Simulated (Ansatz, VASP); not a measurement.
**Two plane-wave programs on HfH2**

```
Hf H
1.0
    -1.73900    1.73900    2.18050
     1.73900   -1.73900    2.18050
     1.73900    1.73900   -2.18050
Hf H
1 2
Direct
  0.00000 0.00000 0.00000
  0.75860 0.25860 0.50000
  0.25860 0.75860 0.50000
```

Change from the starting cell: all H atoms moved +0.037 Å, as atom 2 along Cartesian [0 0 1].

Alike in both runs: task single point; functional PBEsol; k mesh 20 × 20 × 20; occupations gaussian, width 0.15 eV; no spin polarisation.

```csv
,VASP,Ansatz
version,VASP 6.6.1,Ansatz 0.2.0
potentials or method,"VASP PAW PBE potentials, release 64 (Hf_pv, H), cutoff 520 eV","scalar-relativistic, plane waves, PAW"
valence electrons in the cell,12,28
```

VASP gave:

```
gap on the k mesh at the Fermi level (eV)                     : none
pressure (GPa)                                                : -5.7
traceless stress, the component that is largest in VASP (GPa) : -0.72
rms of the force components (eV/Å)                            : 0.140
```

Task: What did Ansatz give for the same quantities?

Result: gap on the k mesh at the Fermi level (eV): none; pressure (GPa): -5.0; traceless stress, the component that is largest in VASP (GPa): -0.76; rms of the force components (eV/Å): 0.139.

VASP's potentials were made for PBE, not for PBEsol. Atom by atom the forces differ by 0.001 eV/Å (rms over components). A gap of «none» marks a metal or a gap that the smearing closes. With one functional, cell and mesh, what is left measures potentials, basis and numerics. VASP's potentials hold 12 valence electrons a cell and Ansatz's 28, so a difference there can come from the potentials and not from the codes.

Spin-orbit coupling is off throughout.
